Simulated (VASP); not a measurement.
Input of a VASP 6.6.1 run:

Contents of INCAR:

```
PREC = Accurate
ENCUT = 520
EDIFF = 1E-7
ISMEAR = 0
SIGMA = 0.15
LREAL = F
LASPH = T
NELM = 100
ALGO = Normal
ISIF = 2
LWAVE = F
LCHARG = F
GGA = PS
NBANDS = 15
```

The input KPOINTS:

```
regular mesh
0
Gamma
  13 13 13
```

File POSCAR:

```
TiC
1.0
    0.0000000000      2.1001142287      2.1001142287
    2.1001142287      0.0000000000      2.1001142287
    2.1001142287      2.1001142287      0.0000000000
Ti C
1 1
Direct
    0.0000000000      0.0000000000      0.0000000000
    0.5000000000      0.5000000000      0.5000000000
```

Potentials or basis: VASP PAW PBE potentials, release 64 (Ti_sv, C).

The run is started by

```bash
$ cat potpaw_PBE.64/Ti_sv/POTCAR potpaw_PBE.64/C/POTCAR > POTCAR
$ mpirun -np 1 vasp_std > vasp.out
```

Problem. What does it give for the band gap on the k mesh?

Solution. Zero (band 8 reaches 11.11 eV, above the bottom of band 9 at 10.01 eV).

Problem. Predict the pressure.

Solution. 20.2 GPa.

Caveat: the PAW data sets were made with another functional, which shifts forces and pressure a little.
